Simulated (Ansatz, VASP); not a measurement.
**WSe2: VASP beside Ansatz**

The input INCAR:

```
SYSTEM = WSe2
  PREC = Accurate
  ENCUT = 520
  EDIFF = 1E-7
  ISMEAR = 0
  SIGMA = 0.05
  LREAL = .FALSE.
  LASPH = .TRUE.
  NELM = 60
  ALGO = Normal
  ISIF = 2
  LWAVE = .FALSE.
  LCHARG = .FALSE.
  GGA = PE
  IVDW = 12
  NBANDS = 35
```

File KPOINTS:

```
Automatic mesh
0
G
  12 12 2
  0 0 0
```

POSCAR

```
WSe2
1.0
    3.2790275604      0.0000000000      0.0000000000
   -1.6395137802      2.8397211670      0.0000000000
    0.0000000000      0.0000000000     12.7886113462
W Se
2 4
Direct
    0.3041917037      0.6453335132      0.2500000000
    0.6666602872      0.3333286632      0.7500000000
    0.3332459753      0.6666027162      0.6182912225
    0.7006814790      0.3582339042      0.1182912225
    0.3332459753      0.6666027162      0.8817087775
    0.7006814790      0.3582339042      0.3817087775
```

Input for Ansatz:

```yaml
crystal:
  lattice:
    - [3.2790275604, 0.0, 0.0]
    - [-1.6395137802, 2.839721167, 0.0]
    - [0.0, 0.0, 12.7886113462]
  atoms:
    - { symbol: W, position: [0.3041917037, 0.6453335132, 0.25] }
    - { symbol: W, position: [0.6666602872, 0.3333286632, 0.75] }
    - { symbol: Se, position: [0.3332459753, 0.6666027162, 0.6182912225] }
    - { symbol: Se, position: [0.700681479, 0.3582339042, 0.1182912225] }
    - { symbol: Se, position: [0.3332459753, 0.6666027162, 0.8817087775] }
    - { symbol: Se, position: [0.700681479, 0.3582339042, 0.3817087775] }
basis:
  ecutwfc: "36.7 Ry"
  precision: f64
kpoints:
  mp_grid: { grid: [12, 12, 2] }
hamiltonian:
  xc: pbe
  dispersion: d3bj
scf:
  occupations: { method: gaussian, width: 0.05 }
  eigensolver: { kind: davidson }
output:
  forces: true
  eigenvalues: true
  stress: true
```

Alike in both runs: task single point; functional PBE; dispersion D3(BJ); k mesh 12 × 12 × 2; occupations gaussian, width 0.05 eV; no spin polarisation.

```csv
,VASP,Ansatz
version,VASP 6.6.1,Ansatz 0.2.0
potentials or method,"VASP PAW PBE potentials, release 64 (W_sv, Se), cutoff 520 eV","scalar-relativistic, plane waves, PAW"
valence electrons in the cell,52,92
```

|  | VASP | Ansatz | Ansatz less VASP |
| --- | --- | --- | --- |
| gap on the k mesh at the Fermi level (eV) | 0.86 | 0.87 | +0.005 |
| pressure (GPa) | 1.3 | 1.0 | -0.33 |
| traceless stress, the component that is largest in VASP (GPa) | -1.83 | -1.76 | +0.063 |
| rms of the force components (eV/Å) | 1.021 | 1.015 | -0.0058 |

Atom by atom the forces differ by 0.024 eV/Å (rms over components). VASP's potentials hold 52 valence electrons a cell and Ansatz's 92, so a difference there can come from the potentials and not from the codes.

Spin-orbit coupling is off throughout.
